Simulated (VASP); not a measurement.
A run of VASP 6.6.1 is set up as follows.

File INCAR:

```
ALGO = Normal
EDIFF = 1E-7
EDIFFG = -0.01
ENCUT = 600
GGA = PS
IBRION = 2
ISIF = 3
ISMEAR = 1
IVDW = 12
LASPH = T
LCHARG = F
LREAL = F
LWAVE = F
NELM = 100
NSW = 80
PREC = Accurate
SIGMA = 0.1
```

Contents of KPOINTS:

```
k-points
0
Gamma
  11 11 11
```

The input POSCAR:

```
Rh
1.0
    1.5050000000      1.5050000000      1.5050000000
   -1.5050000000      1.5050000000      1.5050000000
   -1.5050000000     -1.5050000000      1.5050000000
Rh
1
Direct
    0.0000000000      0.0000000000      0.0000000000
```

Potentials or basis: VASP PAW PBE potentials, release 64 (Rh_pv).

Run with:

```sh
$ cat potpaw_PBE.64/Rh_pv/POTCAR > POTCAR
$ mpirun -np 1 vasp_std > vasp.out
```

Question: Predict the space group after relaxing (to 0.05 Å).

Answer: Im-3m (No. 229).

Question: Predict the relaxed volume.

Answer: 13.52 Å³/atom.

The path:
```csv
step,energy change (eV),largest force (eV/Å),pressure (GPa),volume (Å³)
1,0.0000,0.0000,-2.37,13.64
2,0.0047,0.0000,6.51,13.24
3,-0.0008,0.0000,-0.01,13.52
```

Caveat: the PAW data sets were made with another functional, which shifts forces and pressure a little; pairwise dispersion overbinds metals, which lowers pressure and volume.
